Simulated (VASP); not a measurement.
Set up this calculation in VASP 6.6.1, as the native input.

```yaml
Task: single point
Functional: LDA
Potentials_or_basis: VASP PAW LDA potentials, release 64 (Cu)
Cutoff: 520 eV
k_mesh: 17 × 17 × 10
Occupations: fermi-dirac, width 0.1 eV
Spin: no spin polarisation
Dipole_correction: no
Further_INCAR_settings: ALGO = Normal; EDIFF = 1e-06; NBANDS = 18
```

The structure of Cu lies in POSCAR:

```
Cu
1.0
    2.4134830542      0.0000000000      0.0000000000
   -1.2067415271      2.0901376365      0.0000000000
    0.0000000000      0.0000000000      3.9736598923
Cu
2
Direct
    0.3333333333      0.6666666667      0.2500000000
    0.6666666667      0.3333333333      0.7500000000
```

These files were run (other wordings do the same):

INCAR

```
SYSTEM = Cu
PREC = Accurate ; ENCUT = 520
EDIFF = 1E-6 ; ISMEAR = -1
SIGMA = 0.1 ; LREAL = .False.
LASPH = .True. ; NELM = 80
ALGO = Normal ; ISIF = 2
LWAVE = .False. ; LCHARG = .False.
NBANDS = 18
```

KPOINTS

```
regular mesh
0
Gamma
  17 17 10
  0 0 0
```

Potentials or basis: VASP PAW LDA potentials, release 64 (Cu).

Run with:

```sh
$ cat potpaw_LDA.64/Cu/POTCAR > POTCAR
$ mpirun -np 1 vasp_std > vasp.out
```

It gave:

- Pressure: 20.1 GPa
- Band gap on the k mesh: zero (band 11 reaches 13.75 eV, above the bottom of band 12 at 7.34 eV)

It took 36 s on 1 thread of Intel Xeon 6975P-C, with other jobs on the host, peak memory 0.17 GiB.
